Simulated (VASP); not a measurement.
Write the native input for VASP 6.6.1 that does the following.

```yaml
Task: single point
Functional: PBE
Potentials_or_basis: VASP PAW PBE potentials, release 64 (Al, N)
Cutoff: 520 eV
k_mesh: 6 × 6 × 6
Occupations: gaussian, width 0.05 eV
Spin: no spin polarisation
Dipole_correction: no
Further_INCAR_settings: ALGO = Normal; EDIFF = 1e-07; NBANDS = 26
```

The structure of AlN lies in POSCAR:

```
AlN
1.0
    4.3679871192      0.0000000000      0.0000000000
    0.0000000000     -4.3679871192      0.0000000000
    0.0000000000      0.0000000000     -4.3679871192
Al N
4 4
Direct
    0.0015173386      0.4853591589      0.4852187059
    0.4905107619      0.0150630742      0.5005822066
    0.5057812798      0.4915155733     -0.0068423574
    0.0030464684      0.0010998814      0.0001936979
    0.7348622086      0.7551521926      0.7587472363
    0.2561810148      0.2374198011      0.7465331279
    0.2608574415      0.7650125782      0.2728887769
    0.7472434864      0.2493777403      0.2426786059
```

This cell differs from its parent crystal: atoms moved at random.

These files were run (other wordings do the same):

INCAR

```
SYSTEM = AlN
PREC = Accurate
ENCUT = 520
EDIFF = 1E-7
ISMEAR = 0
SIGMA = 0.05
LREAL = .FALSE.
LASPH = .TRUE.
NELM = 60
ALGO = Normal
ISIF = 2
LWAVE = .FALSE.
LCHARG = .FALSE.
GGA = PE
NBANDS = 26
```

KPOINTS

```
Automatic mesh
0
G
  6 6 6
  0 0 0
```

Potentials or basis: VASP PAW PBE potentials, release 64 (Al, N).

Command:

```bash
$ cat potpaw_PBE.64/Al/POTCAR potpaw_PBE.64/N/POTCAR > POTCAR
$ mpirun -np 1 vasp_std > vasp.out
```

Results of the run:

The pressure is 6.6 GPa. The largest force is 3.145 eV/Å and the band gap on the k mesh is 2.63 eV.

Caveat: the cell differs from its parent crystal (atoms moved at random); forces of over 1 eV/Å act on the atoms, so gaps and moduli don't describe the material at rest.

Wall time 2.2 min on 1 thread of Intel(R) Xeon(R) Platinum 8259CL CPU @ 2.50GHz (Skylake/Cascade Lake) (shared host), peak memory 0.29 GiB.
